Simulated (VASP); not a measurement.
# Al23InN24 (a cell with a defect) in VASP: electric field gradients with PBE

Aim: the electric field gradients of Al23InN24 (a cell with a defect) with PBE.

Program: VASP 6.6.1. These are calculated values, not measurements. Logs are shortened: lines on timing, memory, paths and dates and some standing lists are left out, and cuts for length are marked.

### 1 The cell of the first run

The cell holds a defect, 48 atoms: a = 9.339 Å, b = 6.226 Å, c = 9.962 Å, α = 90.00°, β = 90.00°, γ = 120.00°.

### 2 Electric field gradients, PBE

File INCAR:

```
SYSTEM = Al23InN24
PREC = Accurate ; ENCUT = 520
EDIFF = 1E-8 ; ISMEAR = -1
SIGMA = 0.01 ; LREAL = Auto
LASPH = .True. ; NELM = 100
ALGO = Normal ; ISIF = 2
LWAVE = .False. ; LCHARG = .False.
GGA = PE ; LEFG = .True.
NBANDS = 131
```

File KPOINTS:

```
regular mesh
0
Gamma
  3 4 2
  0 0 0
```

File POSCAR:

```
Al23InN24
1.0
    9.3390000000      0.0000000000      0.0000000000
   -3.1130000000      5.3918741640      0.0000000000
    0.0000000000      0.0000000000      9.9620000000
In Al N
1 23 24
Direct
    0.1111111111      0.3333333334      0.0000000000
    0.1111111111      0.3333333334      0.5000000000
    0.1111111111      0.8333333334      0.0000000000
    0.1111111111      0.8333333334      0.5000000000
    0.4444444444      0.3333333334      0.0000000000
    0.4444444444      0.3333333334      0.5000000000
    0.4444444444      0.8333333334      0.0000000000
    0.4444444444      0.8333333334      0.5000000000
    0.7777777778      0.3333333334      0.0000000000
    0.7777777778      0.3333333334      0.5000000000
    0.7777777778      0.8333333334      0.0000000000
    0.7777777778      0.8333333334      0.5000000000
    0.2222222222      0.1666666666      0.2500000000
    0.2222222222      0.1666666666      0.7500000000
    0.2222222222      0.6666666666      0.2500000000
    0.2222222222      0.6666666666      0.7500000000
    0.5555555556      0.1666666666      0.2500000000
    0.5555555556      0.1666666666      0.7500000000
    0.5555555556      0.6666666666      0.2500000000
    0.5555555556      0.6666666666      0.7500000000
    0.8888888889      0.1666666666      0.2500000000
    0.8888888889      0.1666666666      0.7500000000
    0.8888888889      0.6666666666      0.2500000000
    0.8888888889      0.6666666666      0.7500000000
    0.1111111111      0.3333333334      0.1900000000
    0.1111111111      0.3333333334      0.6900000000
    0.1111111111      0.8333333334      0.1900000000
    0.1111111111      0.8333333334      0.6900000000
    0.4444444444      0.3333333334      0.1900000000
    0.4444444444      0.3333333334      0.6900000000
    0.4444444444      0.8333333334      0.1900000000
    0.4444444444      0.8333333334      0.6900000000
    0.7777777778      0.3333333334      0.1900000000
    0.7777777778      0.3333333334      0.6900000000
    0.7777777778      0.8333333334      0.1900000000
    0.7777777778      0.8333333334      0.6900000000
    0.2222222222      0.1666666666      0.4400000000
    0.2222222222      0.1666666666      0.9400000000
    0.2222222222      0.6666666666      0.4400000000
    0.2222222222      0.6666666666      0.9400000000
    0.5555555556      0.1666666666      0.4400000000
    0.5555555556      0.1666666666      0.9400000000
    0.5555555556      0.6666666666      0.4400000000
    0.5555555556      0.6666666666      0.9400000000
    0.8888888889      0.1666666666      0.4400000000
    0.8888888889      0.1666666666      0.9400000000
    0.8888888889      0.6666666666      0.4400000000
    0.8888888889      0.6666666666      0.9400000000
```

Potentials or basis: VASP PAW PBE potentials, release 64 (In_d, Al, N).

Launch:

```console
> cat potpaw_PBE.64/In_d/POTCAR potpaw_PBE.64/Al/POTCAR potpaw_PBE.64/N/POTCAR > POTCAR
> mpirun -np 1 vasp_std > vasp.out
```

OUTCAR:

```text
SYSTEM = Al23InN24
   PREC = Accurate
   ENCUT = 520
   EDIFF = 1E-8
   ISMEAR = -1
   LREAL = Auto
   LASPH = .True.
   NELM = 100
   ISIF = 2
   GGA = PE

 ion  position               nearest neighbor table
   1  0.111  0.333  0.000-  25 1.89  40 1.89  46 1.89  38 1.89  15 3.07  16 3.07  21 3.07  22 3.07
                            13 3.07  14 3.07   5 3.11   9 3.11   7 3.11  11 3.11   3 3.11   3 3.11
   2  0.111  0.333  0.500-  26 1.89  39 1.89  45 1.89  37 1.89  15 3.07  16 3.07  21 3.07  22 3.07
                            13 3.07  14 3.07   6 3.11  10 3.11   8 3.11  12 3.11   4 3.11   4 3.11
   3  0.111  0.833  0.000-  27 1.89  38 1.89  48 1.89  40 1.89  13 3.07  14 3.07  23 3.07  24 3.07
                            15 3.07  16 3.07   7 3.11  11 3.11   5 3.11   9 3.11   1 3.11   1 3.11
   4  0.111  0.833  0.500-  28 1.89  37 1.89  47 1.89  39 1.89  13 3.07  14 3.07  23 3.07  24 3.07
                            15 3.07  16 3.07   8 3.11  12 3.11   6 3.11  10 3.11   2 3.11   2 3.11
   5  0.444  0.333  0.000-  29 1.89  44 1.89  38 1.89  42 1.89  19 3.07  20 3.07  13 3.07  14 3.07
                            17 3.07  18 3.07   1 3.11   3 3.11   7 3.11   7 3.11  11 3.11   9 3.11
   6  0.444  0.333  0.500-  30 1.89  43 1.89  37 1.89  41 1.89  19 3.07  20 3.07  13 3.07  14 3.07
                            17 3.07  18 3.07   2 3.11   4 3.11   8 3.11   8 3.11  12 3.11  10 3.11
   7  0.444  0.833  0.000-  31 1.89  42 1.89  40 1.89  44 1.89  17 3.07  18 3.07  15 3.07  16 3.07
                            19 3.07  20 3.07   3 3.11   1 3.11   5 3.11   5 3.11   9 3.11  11 3.11
   8  0.444  0.833  0.500-  32 1.89  41 1.89  39 1.89  43 1.89  17 3.07  18 3.07  15 3.07  16 3.07
                            19 3.07  20 3.07   4 3.11   2 3.11   6 3.11   6 3.11  10 3.11  12 3.11
   9  0.778  0.333  0.000-  33 1.89  48 1.89  42 1.89  46 1.89  23 3.07  24 3.07  17 3.07  18 3.07
[... 53 lines left out ...]
  47  0.889  0.667  0.440-  23 1.89  10 1.89   4 1.89  12 1.89
  48  0.889  0.667  0.940-  24 1.89   9 1.89   3 1.89  11 1.89

  Warning from LATTYP: Monoclinic adjustment (A1->A3, A2->A1, A3->A2)!
  Warning from LATTYP: Got some problem with cell dimensions!
  Tried to take original basis but could not verify dimensions!
  LATTYP: Found a simple monoclinic cell.
 ALAT       =     6.2260000000
 B/A-ratio  =     1.6000642467
 C/A-ratio  =     1.3228756555
 COS(beta)  =    -0.1889822365

  Lattice vectors:

 A1 = (  -3.1130000000,   5.3918741640,   0.0000000000)
 A2 = (   0.0000000000,   0.0000000000,  -9.9620000000)
 A3 = (  -6.2260000000,  -5.3918741640,   0.0000000000)

Analysis of symmetry for initial positions (statically):
=====================================================================
 Subroutine PRICEL returns:
 Original cell was already a primitive cell.

 Routine SETGRP: Setting up the symmetry group for a
 simple monoclinic supercell.

 Subroutine GETGRP returns: Found  1 space group operations
 (whereof  1 operations were pure point group operations)
 out of a pool of  4 trial point group operations.

The static configuration has the point symmetry C_1 .

Analysis of symmetry for dynamics (positions and initial velocities):
=====================================================================
 Subroutine PRICEL returns:
 Original cell was already a primitive cell.

 Routine SETGRP: Setting up the symmetry group for a
 simple monoclinic supercell.

 Subroutine GETGRP returns: Found  1 space group operations
 (whereof  1 operations were pure point group operations)
 out of a pool of  4 trial point group operations.

The dynamic configuration has the point symmetry C_1 .

 Subroutine INISYM returns: Found  1 space group operations
 (whereof  1 operations are pure point group operations),
 and found     1 'primitive' translations

----------------------------------------------------------------------------------------

                                     Primitive cell

  volume of cell :     501.6336

  direct lattice vectors                    reciprocal lattice vectors
     9.339000000  0.000000000  0.000000000     0.107077846  0.061821423  0.000000000
    -3.113000000  5.391874164  0.000000000     0.000000000  0.185464269  0.000000000
     0.000000000  0.000000000  9.962000000     0.000000000  0.000000000  0.100381450

  length of vectors
     9.339000000  6.226000000  9.962000000     0.123642846  0.185464269  0.100381450

  position of ions in fractional coordinates (direct lattice)
[... 175 lines left out ...]
   ISMEAR =    -1;   SIGMA  =   0.01  broadening in eV -4-tet -1-fermi 0-gaus
   EFERMI_NEDOS =   21; number of points for ismear=-14 and -15
   IALGO  =     38    algorithm
   IMIX   =      4    mixing-type and parameters
     AMIX     =   0.40;   BMIX     =  1.00
     AMIX_MAG =   1.60;   BMIX_MAG =  1.00
  volume/ion in A,a.u.               =      10.45        70.52
  Fermi-wavevector in a.u.,A,eV,Ry     =   1.208917  2.284521 19.884639  1.461480
  Thomas-Fermi vector in A             =   2.344510
   LORBIT       =      0    0 simple, 1 ext, 2 COOP (PROOUT), +10 PAW based schemes
   GGA     = PE    functional components
   LHFCALC =     F    Hartree Fock is set to
   AEXX    =    0.0000 exact exchange contribution
   IVDW    =     0    specifies the selected vdW correction
   LEPSILON=     F    determine dielectric tensor
   LRPA    =     F    only Hartree local field effects (RPA)
 non-spin polarized calculation
  energy-cutoff  :      520.00
  volume of cell :      501.63
 maximum number of plane-waves:     13526
 NGX is ok and might be reduce to    70
   NGX = 35   NGY = 23   NGZ = 37

 number of electron     201.9999987 magnetization

 Free energy of the ion-electron system (eV)
  ---------------------------------------------------
  ext. energy  EPLUGINS =         0.00000000
  ---------------------------------------------------
  free energy    TOTEN  =      -350.01006724 eV

  energy without entropy =     -350.01006724  energy(sigma->0) =     -350.01006724

 E-fermi :   6.6915     XC(G=0): -10.9885

 val. band max:        6.4597792306   @ k =   0.0000   0.0000   0.0000
 cond. band min:      10.4518617281   @ k =   0.0000   0.0000   0.0000
 fundamental gap:      3.9920824976
 Fermi energy:         6.6915471840

 k-point     1 :       0.0000    0.0000    0.0000
  band No.  band energies     occupation
      1      -8.9280      2.00000
      2      -8.3010      2.00000
      3      -8.1840      2.00000
      4      -8.0485      2.00000
      5      -7.9912      2.00000
      6      -7.7763      2.00000
[... 1613 lines left out ...]
    112      12.6948      0.00000
    113      12.8138      0.00000
 [bands above 113 left out]

------------------------ aborting loop because EDIFF is reached ----------------------------------------

  FORCE on cell =-STRESS in cart. coord.  units (eV):
  Direction    XX          YY          ZZ          XY          YZ          ZX
  --------------------------------------------------------------------------------------
  -------------------------------------------------------------------------------------
  Total       25.6109654     25.5808352     31.3152858      0.0021036      0.0033072      0.0047293
  in kB       81.7993535     81.7031202    100.0184917      0.0067186      0.0105630      0.0151049
  external PRESSURE =      87.8403218 kB  Pullay stress =       0.0000000 kB

 VOLUME and BASIS-vectors are now :
 -----------------------------------------------------------------------------
  energy-cutoff  :      520.00
  volume of cell :      501.63
      direct lattice vectors                 reciprocal lattice vectors
     9.339000000  0.000000000  0.000000000     0.107077846  0.061821423  0.000000000
    -3.113000000  5.391874164  0.000000000     0.000000000  0.185464269  0.000000000
     0.000000000  0.000000000  9.962000000     0.000000000  0.000000000  0.100381450

 POSITION                                       TOTAL-FORCE (eV/Angst)
 -----------------------------------------------------------------------------------
     -0.00000      1.79729      0.00000         0.013527      0.009268     -0.361746
     -0.00000      1.79729      4.98100        -0.001171      0.003283     -0.210894
     -1.55650      4.49323      0.00000         0.252177      0.152230     -0.332560
     -1.55650      4.49323      4.98100         0.008065      0.008053     -0.104616
      3.11300      1.79729      0.00000         0.127543     -0.161469     -0.257648
      3.11300      1.79729      4.98100        -0.009161     -0.004506     -0.107009
[... 40 lines left out ...]
      6.22600      3.59458      4.38328        -0.006601     -0.002212      0.093875
      6.22600      3.59458      9.36428         0.050416      0.037469      0.171657
 -----------------------------------------------------------------------------------
    total drift:                               -0.003778     -0.002605      0.026148

  FREE ENERGIE OF THE ION-ELECTRON SYSTEM (eV)
  ---------------------------------------------------
  free  energy   TOTEN  =      -350.0100672371 eV

  energy  without entropy=     -350.0100672370  energy(sigma->0) =     -350.01006724

 Electric field gradients (V/A^2)
---------------------------------------------------------------------
 ion       V_xx      V_yy      V_zz      V_xy      V_xz      V_yz
---------------------------------------------------------------------
   1      -5.157    -5.855    11.012     0.664     0.673     0.306
   2      -1.455    -1.465     2.919     0.007     0.011     0.007
   3      -1.465    -1.416     2.881    -0.033     0.532     0.320
   4      -1.224    -1.251     2.475     0.025     0.069     0.040
   5      -1.416    -1.509     2.925    -0.008    -0.074    -0.290
   6      -1.226    -1.219     2.444    -0.087    -0.039    -0.039
[... 40 lines left out ...]
  47       0.241     0.211    -0.452     0.028    -0.016    -0.007
  48       0.247     0.873    -1.121    -0.769     0.289     0.163
---------------------------------------------------------------------

 Electric field gradients after diagonalization (V/A^2)
 (convention: |V_zz| > |V_xx| > |V_yy|)
----------------------------------------------------------------------
 ion       V_xx      V_yy      V_zz     asymmetry (V_yy - V_xx)/ V_zz
----------------------------------------------------------------------
   1      -6.256    -4.790    11.046       0.133
   2      -1.468    -1.451     2.920       0.006
   3      -1.568    -1.399     2.968       0.057
   4      -1.266    -1.211     2.477       0.022
   5      -1.529    -1.416     2.945       0.038
   6      -1.310    -1.135     2.445       0.072
[... 40 lines left out ...]
  47       0.259     0.194    -0.452       0.143
  48      -1.234    -0.157     1.391       0.774
----------------------------------------------------------------------

           NMR quadrupolar parameters

 Cq : quadrupolar parameter    Cq=e*Q*V_zz/h
 eta: asymmetry parameters     (V_yy - V_xx)/ V_zz
 Q  : nuclear electric quadrupole moment in mb (millibarn)
----------------------------------------------------------------------
 ion       Cq(MHz)       eta       Q (mb)
----------------------------------------------------------------------
   1       0.027       0.133       1.000
   2       0.007       0.006       1.000
   3       0.007       0.057       1.000
   4       0.006       0.022       1.000
   5       0.007       0.038       1.000
   6       0.006       0.072       1.000
[... 40 lines left out ...]
  47      -0.001       0.143       1.000
  48       0.003       0.774       1.000
----------------------------------------------------------------------
```

Wall time 28 min (1 thread of Intel Xeon Platinum 8559C (Emerald Rapids), shared host); peak memory 0.92 GiB.

What came out:

```yaml
Free_energy: -350.0101 eV
Pressure: 8.8 GPa
Largest_force: 6.119 eV/Å
Band_gap_on_the_k_mesh: 3.99 eV
```

Forces on the atoms (eV/Å):
```
In   0.014  0.009 -0.362
Al  -0.001  0.003 -0.211
Al   0.252  0.152 -0.333
Al   0.008  0.008 -0.105
Al   0.128 -0.161 -0.258
Al  -0.009 -0.005 -0.107
Al  -0.060  0.203 -0.254
Al  -0.009 -0.004 -0.107
Al  -0.151 -0.175 -0.240
Al   0.008 -0.002 -0.111
Al  -0.194 -0.024 -0.222
Al  -0.002  0.007 -0.113
Al  -0.019  0.035  0.139
Al   0.218 -0.126 -0.145
Al   0.022 -0.035  0.139
Al   0.000  0.252 -0.148
Al  -0.009 -0.012 -0.117
Al  -0.012 -0.017 -0.084
Al  -0.015 -0.004 -0.096
Al  -0.001  0.007 -0.142
Al   0.031  0.017  0.142
Al  -0.203 -0.118 -0.169
Al  -0.003 -0.008 -0.074
Al   0.004 -0.004 -0.189
N   -0.006 -0.004  6.119
N   -0.004 -0.003  0.182
N   -0.021 -0.012  0.061
N   -0.040 -0.023  0.081
N   -0.047  0.011  0.107
N    0.003  0.025  0.091
N   -0.018 -0.049  0.105
N    0.021 -0.011  0.093
N    0.053  0.016  0.095
N    0.001  0.024  0.104
N    0.038  0.036  0.085
N    0.019 -0.013  0.117
N    0.030 -0.020  0.149
N    4.805 -2.773 -1.768
N   -0.002  0.037  0.149
N    0.004  5.550 -1.768
N    0.005  0.005  0.095
N    0.041  0.063  0.161
N    0.009  0.003  0.098
N   -0.054 -0.069  0.163
N   -0.035 -0.021  0.157
N   -4.844 -2.804 -1.775
N   -0.007 -0.002  0.094
N    0.050  0.037  0.172
```

Electric field gradients, principal values (V/Å²):
```csv
atom,least,middle,greatest (by size)
1 In,-4.790,-6.256,11.046
2 Al,-1.451,-1.468,2.920
3 Al,-1.399,-1.568,2.968
4 Al,-1.211,-1.266,2.477
5 Al,-1.416,-1.529,2.945
6 Al,-1.135,-1.310,2.445
7 Al,-1.346,-1.532,2.878
8 Al,-1.129,-1.316,2.445
9 Al,-1.236,-1.659,2.895
10 Al,-1.168,-1.337,2.505
11 Al,-1.100,-1.624,2.724
12 Al,-1.204,-1.351,2.555
13 Al,-0.576,-1.966,2.542
14 Al,-1.012,-1.149,2.161
15 Al,-0.580,-1.966,2.546
16 Al,-1.016,-1.154,2.170
17 Al,-1.079,-1.149,2.228
18 Al,-1.191,-1.283,2.473
19 Al,-1.016,-1.313,2.328
20 Al,-1.309,-1.402,2.710
21 Al,-0.720,-1.912,2.631
22 Al,-1.090,-1.169,2.260
23 Al,-1.101,-1.216,2.317
24 Al,-1.423,-1.484,2.906
25 N,-2.608,-2.799,5.407
26 N,0.252,0.276,-0.528
27 N,-0.412,-0.929,1.341
28 N,0.385,0.601,-0.986
29 N,0.006,1.157,-1.163
30 N,0.232,0.480,-0.713
31 N,0.004,1.125,-1.129
32 N,0.198,0.481,-0.679
33 N,0.022,1.116,-1.138
34 N,0.254,0.436,-0.689
35 N,-0.039,-1.001,1.040
36 N,0.219,0.386,-0.604
37 N,0.376,0.437,-0.813
38 N,-2.954,-3.613,6.567
39 N,0.377,0.437,-0.815
40 N,-2.992,-3.579,6.571
41 N,0.106,0.177,-0.283
42 N,0.240,0.547,-0.787
43 N,0.180,0.232,-0.412
44 N,-0.434,-0.698,1.131
45 N,0.392,0.396,-0.788
46 N,-3.206,-3.436,6.642
47 N,0.194,0.259,-0.452
48 N,-0.157,-1.234,1.391
```

Caveat: without QUAD_EFG the Cq values of the log hold for a quadrupole moment of 1 mb, not for the nuclei; spin-orbit coupling is left out, which moves the levels of the heavy elements.
